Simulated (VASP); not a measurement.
# AlNi3 (Pm-3m) in VASP: a series of runs, part 2 of 2

VASP 6.6.1.

## (6) Single point, PBE, collinear spin

The input, INCAR:

```
SYSTEM = AlNi3
PREC = Accurate
ENCUT = 520
EDIFF = 1E-7
ISMEAR = -1
SIGMA = 0.03
LREAL = .FALSE.
LASPH = .TRUE.
NELM = 150
ALGO = Normal
ISIF = 2
LWAVE = .FALSE.
LCHARG = .FALSE.
ISPIN = 2
MAGMOM = 0 0.05 0.05 0.05
LORBIT = 11
NUPDOWN = 0.15
LMAXMIX = 4
GGA = PE
NBANDS = 28
```

The input, KPOINTS:

```
Automatic mesh
0
G
  10 10 10
  0 0 0
```

The input, POSCAR:

```
AlNi3
1.0
    3.5230547267      0.0000000000      0.0000000000
    0.0000000000      3.5230547267      0.0000000000
    0.0000000000      0.0000000000      3.5230547267
Al Ni
1 3
Direct
    0.0000000000      0.0000000000      0.0000000000
    0.0000000000      0.5000000000      0.5000000000
    0.5000000000      0.0000000000      0.5000000000
    0.5000000000      0.5000000000      0.0000000000
```

Potentials or basis: VASP PAW PBE potentials, release 64 (Al, Ni).

The run is started by

```
> cat potpaw_PBE.64/Al/POTCAR potpaw_PBE.64/Ni/POTCAR > POTCAR
> mpirun -np 1 vasp_std > vasp.out
```

OUTCAR:

```text
SYSTEM = AlNi3
   PREC = Accurate
   ENCUT = 520
   EDIFF = 1E-7
   ISMEAR = -1
   LREAL = .FALSE.
   LASPH = .TRUE.
   NELM = 150
   ISIF = 2
   ISPIN = 2
   LORBIT = 11
   NUPDOWN = 0.15
   GGA = PE

 ion  position               nearest neighbor table
   1  0.000  0.000  0.000-   2 2.49   3 2.49   4 2.49   2 2.49   3 2.49   2 2.49   4 2.49   2 2.49
                             3 2.49   4 2.49   3 2.49   4 2.49
   2  0.000  0.500  0.500-   1 2.49   3 2.49   4 2.49   1 2.49   4 2.49   1 2.49   3 2.49   1 2.49
                             3 2.49   4 2.49   4 2.49   3 2.49
   3  0.500  0.000  0.500-   1 2.49   2 2.49   4 2.49   1 2.49   4 2.49   2 2.49   4 2.49   4 2.49
                             1 2.49   2 2.49   1 2.49   2 2.49
   4  0.500  0.500  0.000-   1 2.49   2 2.49   3 2.49   2 2.49   3 2.49   1 2.49   3 2.49   3 2.49
                             1 2.49   2 2.49   2 2.49   1 2.49

  LATTYP: Found a simple cubic cell.
 ALAT       =     3.5230547267

  Lattice vectors:

 A1 = (   3.5230547267,   0.0000000000,   0.0000000000)
 A2 = (   0.0000000000,   3.5230547267,   0.0000000000)
 A3 = (   0.0000000000,   0.0000000000,   3.5230547267)

Analysis of symmetry for initial positions (statically):
=====================================================================
 Subroutine PRICEL returns:
 Original cell was already a primitive cell.

 Routine SETGRP: Setting up the symmetry group for a
 simple cubic supercell.

 Subroutine GETGRP returns: Found 48 space group operations
 (whereof 48 operations were pure point group operations)
 out of a pool of 48 trial point group operations.

The static configuration has the point symmetry O_h .

Analysis of symmetry for dynamics (positions and initial velocities):
=====================================================================
 Subroutine PRICEL returns:
 Original cell was already a primitive cell.

 Routine SETGRP: Setting up the symmetry group for a
 simple cubic supercell.

 Subroutine GETGRP returns: Found 48 space group operations
 (whereof 48 operations were pure point group operations)
 out of a pool of 48 trial point group operations.

The dynamic configuration has the point symmetry O_h .
[... 169 lines left out ...]
 fundamental gap:     -0.0149947214
 Fermi energy:         9.8772625570

 spin component 1

 k-point     1 :       0.0000    0.0000    0.0000
  band No.  band energies     occupation
      1      -0.2468      1.00000
      2       5.4869      1.00000
      3       6.2035      1.00000
      4       6.2035      1.00000
      5       6.6191      1.00000
      6       6.6191      1.00000
[... 733 lines left out ...]
     27      23.0132      0.00000
     28      25.0239      0.00000

 [... further k-points ...]

 spin component 2

 k-point     1 :       0.0000    0.0000    0.0000
  band No.  band energies     occupation
      1      -0.2547      1.00000
      2       5.5025      1.00000
      3       6.2381      1.00000
      4       6.2381      1.00000
      5       6.6794      1.00000
      6       6.6794      1.00000
[... 733 lines left out ...]
     27      23.0184      0.00000
     28      25.0235      0.00000

 [... further k-points ...]

------------------------ aborting loop because EDIFF is reached ----------------------------------------

  FORCE on cell =-STRESS in cart. coord.  units (eV):
  Direction    XX          YY          ZZ          XY          YZ          ZX
  --------------------------------------------------------------------------------------
  -------------------------------------------------------------------------------------
  Total        1.9083017      1.9083017      1.9083017     -0.0000000     -0.0000000     -0.0000000
  in kB       69.9196839     69.9196839     69.9196839     -0.0000000     -0.0000000     -0.0000000
  external PRESSURE =      69.9196839 kB  Pullay stress =       0.0000000 kB

 VOLUME and BASIS-vectors are now :
 -----------------------------------------------------------------------------
  energy-cutoff  :      520.00
  volume of cell :       43.73
      direct lattice vectors                 reciprocal lattice vectors
     3.523054727  0.000000000  0.000000000     0.283844583  0.000000000  0.000000000
     0.000000000  3.523054727  0.000000000     0.000000000  0.283844583  0.000000000
     0.000000000  0.000000000  3.523054727     0.000000000  0.000000000  0.283844583

 POSITION                                       TOTAL-FORCE (eV/Angst)
 -----------------------------------------------------------------------------------
      0.00000      0.00000      0.00000         0.000000      0.000000      0.000000
      0.00000      1.76153      1.76153         0.000000      0.000000      0.000000
      1.76153      0.00000      1.76153         0.000000      0.000000      0.000000
      1.76153      1.76153      0.00000         0.000000      0.000000      0.000000
 -----------------------------------------------------------------------------------
    total drift:                                0.000000      0.000000      0.000000

  FREE ENERGIE OF THE ION-ELECTRON SYSTEM (eV)
  ---------------------------------------------------
  free  energy   TOTEN  =       -21.8518695965 eV

  energy  without entropy=      -21.8353136290  energy(sigma->0) =      -21.84359161

 total charge

# of ion       s       p       d       tot
------------------------------------------
    1        0.412   0.405   0.000   0.817
    2        0.507   0.545   8.397   9.449
    3        0.507   0.545   8.397   9.449
    4        0.507   0.545   8.397   9.449
--------------------------------------------------
tot          1.932   2.040  25.192  29.163

 magnetization (x)

# of ion       s       p       d       tot
------------------------------------------
    1       -0.000  -0.002   0.000  -0.002
    2       -0.001  -0.003   0.057   0.054
    3       -0.001  -0.003   0.057   0.054
    4       -0.001  -0.003   0.057   0.054
--------------------------------------------------
tot         -0.003  -0.010   0.172   0.160
```

OSZICAR:

```text
N       E                     dE             d eps       ncg     rms          rms(c)
DAV:   1     0.196061687606E+03    0.19606E+03   -0.13644E+04  6432   0.151E+03
DAV:   2    -0.134619566639E+02   -0.20952E+03   -0.19390E+03  6304   0.294E+02
DAV:   3    -0.259097643177E+02   -0.12448E+02   -0.11603E+02  7032   0.894E+01
DAV:   4    -0.261379704423E+02   -0.22821E+00   -0.22783E+00  7236   0.117E+01
DAV:   5    -0.261462807342E+02   -0.83103E-02   -0.83094E-02  7512   0.197E+00    0.199E+01
DAV:   6    -0.268647787589E+02   -0.71850E+00   -0.30519E+01  7320   0.101E+02    0.205E+01
DAV:   7    -0.219254950087E+02    0.49393E+01   -0.11473E+01  7500   0.548E+01    0.262E+00
DAV:   8    -0.218747558463E+02    0.50739E-01   -0.19296E-01  6972   0.302E+00    0.131E+00
DAV:   9    -0.218520994433E+02    0.22656E-01   -0.16209E-02  8640   0.181E+00    0.205E-01
DAV:  10    -0.218519619184E+02    0.13752E-03   -0.13880E-03  6736   0.317E-01    0.110E-01
DAV:  11    -0.218518751872E+02    0.86731E-04   -0.12816E-04  7848   0.100E-01    0.567E-02
DAV:  12    -0.218518724711E+02    0.27162E-05   -0.18283E-05  8672   0.667E-02    0.223E-02
DAV:  13    -0.218518712963E+02    0.11747E-05   -0.18504E-06  7400   0.143E-02    0.105E-02
DAV:  14    -0.218518696601E+02    0.16362E-05   -0.48114E-07  8332   0.103E-02    0.217E-03
DAV:  15    -0.218518695965E+02    0.63650E-07   -0.72408E-08  3856   0.302E-03
   1 F= -.21851870E+02 E0= -.21843592E+02  d E =-.165560E-01  mag=     0.1500
```

stdout:

```text
POSCAR found type information on POSCAR AlNi
 POSCAR found :  2 types and       4 ions
 scaLAPACK will be used
 LDA part: xc-table for (Slater+PW92), standard interpolation
 POSCAR, INCAR and KPOINTS ok, starting setup
 FFT: planning ... GRIDC
 FFT: planning ... GRID_SOFT
 FFT: planning ... GRID
 WAVECAR not read
 entering main loop
```

Run time: 63 s. Hardware: 1 thread of Intel Xeon 6975P-C (Granite Rapids), shared host; peak memory 0.23 GiB.

Results:

```
Free energy                                           : -21.8519 eV
Pressure                                              : 7.0 GPa
Net moment                                            : 0.15 μB per cell
Site moments                                          : Al -0.00; Ni +0.05 μB
Valence electrons inside the program's atomic spheres : Al 0.82; Ni 9.45
```

Caveat: the cell stands under pressure; the total moment is fixed, so each spin has its own Fermi level.

## (7) Summary

| spin | fixed moment (μB) | gap on the mesh (eV) | pressure (GPa) | moment (μB) |
| --- | --- | --- | --- | --- |
| collinear, ferromagnetic start | 0.58 | - | 7.2 | 0.58 |
| off | - | none | 7.0 | - |
| collinear, zero start | 0.0 | - | 7.0 | 0.00 |
| collinear, ferromagnetic start | - | none | 7.3 | 0.72 |
| collinear | 0.15 | - | 7.0 | 0.15 |

Alike in all rows: task single point; level PBE; potentials or basis VASP PAW PBE potentials, release 64 (Al, Ni); cell as given; k mesh 10 × 10 × 10; cutoff (eV) 520; smearing fermi-dirac 0.03 eV.

Caveats: the cell stands under pressure; the total moment is fixed, so each spin has its own Fermi level (at least some runs).

Absolute energies hang on the potentials; compare differences alone.
